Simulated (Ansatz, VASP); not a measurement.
**One calculation of Bi2Se3, two programs**

```
Bi Se
1.0
     2.09521    1.20967   10.43363
    -2.09521    1.20967   10.43363
     0.00000   -2.41934   10.43363
Bi Se
2 3
Direct
  0.39564 0.39564 0.39564
  0.60436 0.60436 0.60436
  0.00000 0.00000 0.00000
  0.22114 0.22114 0.22114
  0.77886 0.77886 0.77886
```

Alike in both runs: functional PBE; k mesh 12 × 12 × 12; occupations gaussian, width 0.01 eV; no spin polarisation.

Ansatz relaxed the structure, and its values are those at the end. VASP's run is a single point on that final structure, the one shown.

|  | VASP | Ansatz |
| --- | --- | --- |
| version | VASP 6.6.1 | Ansatz 0.2.0 |
| potentials or method | VASP PAW PBE potentials, release 64 (Bi_d, Se), cutoff 520 eV | scalar-relativistic, plane waves, PAW |
| valence electrons in the cell | 48 | 78 |

```csv
,VASP,Ansatz,Ansatz less VASP
gap on the k mesh at the Fermi level (eV),0.69,0.69,+0.003
least direct gap on the mesh (eV),0.71,0.71,0.000
pressure (GPa),0.0,0.0,-0.01
rms of the force components (eV/Å),0.005,0.000,-0.0045
```

VASP's potentials hold 48 valence electrons a cell and Ansatz's 78, so a difference there can come from the potentials and not from the codes.

Spin-orbit coupling is off throughout.
